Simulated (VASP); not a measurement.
The system is BeS.

```xyz
2
Lattice="3.0681 0.0000 0.0000 0.0000 3.0681 0.0000 0.0000 0.0000 3.0681" Properties=species:S:1:pos:R:3 pbc="T T T"
Be    0.0000    0.0000    0.0000
S     1.5340    1.5340    1.5340
```

* Program: VASP 6.6.1
* Task: relaxation of cell and atoms
* Functional: PBEsol
* Potentials or basis: VASP PAW PBE potentials, release 64 (Be, S)
* Cutoff: 600 eV
* k mesh: 8 × 8 × 8
* Occupations: fermi-dirac, width 0.03 eV
* Spin: no spin polarisation

At the start: pressure -11.7 GPa; volume 14.44 Å³/atom.

How do energy, volume and symmetry change on relaxing?

Over 4 steps the energy falls by 94.6 meV/atom and the volume is 12.10 Å³/atom (-16.2 %); space group Pm-3m (No. 221, to 0.05 Å).

Step by step:
```
step  energy change (eV)  largest force (eV/Å)  pressure (GPa)  volume (Å³)
   1              0.0000                0.0000          -11.75        28.88
   2             -0.1871                0.0000           -1.42        24.68
   3             -0.1892                0.0000           -0.26        24.29
   4             -0.1893                0.0000            0.02        24.20
```

Final structure:
```xyz
2
Lattice="2.8926 0.0000 0.0000 0.0000 2.8926 0.0000 0.0000 0.0000 2.8926" Properties=species:S:1:pos:R:3 pbc="T T T"
Be    0.0000    0.0000    0.0000
S     1.4463    1.4463    1.4463
```

Caveat: the volume moved by over 15 % at a fixed basis, so the end points are rough; the PAW data sets were made with another functional, which shifts forces and pressure a little.
